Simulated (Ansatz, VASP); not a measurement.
# One calculation of CuO, two programs

```
Cu O
1.0
     1.97866   -1.98624    0.00000
     1.97866    1.98624    0.00000
     0.00000    0.00000    5.42633
Cu O
2 2
Direct
  0.00000 0.50000 0.00000
  0.50000 0.00000 0.50000
  0.50000 0.50000 0.25000
  0.50000 0.50000 0.75000
```

Alike in both runs: task single point; functional PBEsol; k mesh 18 × 18 × 10; occupations gaussian, width 0.15 eV; no spin polarisation.

|  | VASP | Ansatz |
| --- | --- | --- |
| version | VASP 6.6.1 | Ansatz 0.2.0 |
| potentials or method | VASP PAW PBE potentials, release 64 (Cu, O), cutoff 520 eV | scalar-relativistic, plane waves, PAW |
| valence electrons in the cell | 34 | 50 |

VASP gave:

```
gap on the k mesh at the Fermi level (eV)                     : none
pressure (GPa)                                                : -3.8
traceless stress, the component that is largest in VASP (GPa) : -9.91
```

**Question.** Estimate Ansatz's values.

**Answer.** gap on the k mesh at the Fermi level (eV): none; pressure (GPa): -4.5; traceless stress, the component that is largest in VASP (GPa): -10.26.

VASP's potentials were made for PBE, not for PBEsol. A gap of «none» marks a metal or a gap that the smearing closes. The functional is the same, so the differences come from potentials, cutoffs and numerics. VASP's potentials hold 34 valence electrons a cell and Ansatz's 50, so a difference there can come from the potentials and not from the codes.
